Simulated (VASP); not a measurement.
Input of a VASP 6.6.1 run:

The input INCAR:

```
ALGO = Normal
EDIFF = 1E-6
ENCUT = 520
GGA = PE
ISIF = 2
ISMEAR = 0
ISPIN = 2
LASPH = T
LCHARG = T
LELF = T
LMAXMIX = 4
LORBIT = 11
LREAL = F
LVHAR = T
LWAVE = F
MAGMOM = 2.49 0.05 0.05
NBANDS = 24
NELECT = 25.1
NELM = 150
PREC = Accurate
SIGMA = 0.05
```

KPOINTS

```
k-points
0
Gamma
  12 12 6
```

File POSCAR:

```
MnO2
1.0
    2.8565781804      0.0000000000      0.0000000000
   -1.4282890902      2.4738692722      0.0000000000
    0.0000000000      0.0000000000      4.6013740589
Mn O
1 2
Direct
    0.0000000000      0.0000000000      0.5000000000
    0.6666666700      0.3333333300      0.2937074300
    0.3333333300      0.6666666700      0.7062925700
```

Potentials or basis: VASP PAW PBE potentials, release 64 (Mn_pv, O).

Command:

```bash
$ cat potpaw_PBE.64/Mn_pv/POTCAR potpaw_PBE.64/O/POTCAR > POTCAR
$ mpirun -np 1 vasp_std > vasp.out
```

Task: Predict the net moment.

Result: 2.90 μB per cell.

Task: Predict the largest force.

Result: 0.331 eV/Å.

Task: Predict the site moments.

Result: Mn +2.73; O +0.05 μB.

Forces on the atoms (eV/Å):
```
Mn   0.000  0.000  0.000
O    0.000  0.000 -0.331
O    0.000  0.000  0.331
```

Caveat: the cell carries a net charge on a neutralising background, which shifts energy and pressure; a cell with one magnetic atom can't hold antiferromagnetic order, which such compounds often take.
